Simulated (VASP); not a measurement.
A run of VASP 6.6.1:

File INCAR:

```
PREC = Accurate ; ENCUT = 520
EDIFF = 1E-7 ; ISMEAR = -1
SIGMA = 0.03 ; LREAL = F
LASPH = T ; NELM = 80
ALGO = Normal ; ISIF = 2
LWAVE = F ; LCHARG = F
GGA = PE ; NBANDS = 11
```

The input KPOINTS:

```
regular mesh
0
Gamma
  9 9 9
```

POSCAR

```
NaH
1.0
    0.0000000000      2.4400000000      2.4400000000
    2.4400000000      0.0000000000      2.4400000000
    2.4400000000      2.4400000000      0.0000000000
Na H
1 1
Direct
    0.0000000000      0.0000000000      0.0000000000
    0.5000000000      0.5000000000      0.5000000000
```

Potentials or basis: VASP PAW PBE potentials, release 64 (Na_pv, H).

Launch:

```bash
$ cat potpaw_PBE.64/Na_pv/POTCAR potpaw_PBE.64/H/POTCAR > POTCAR
$ mpirun -np 1 vasp_std > vasp.out
```

Hardware: 1 thread of Intel(R) Xeon(R) 6975P-C (Granite Rapids), with other jobs on the host.

Problem. How long does it take, and how much memory?

Solution. It took 8.7 s on 1 thread of Intel(R) Xeon(R) 6975P-C (Granite Rapids), on a shared host, peak memory 0.15 GiB. Counts: scf iterations 13, k points 35.
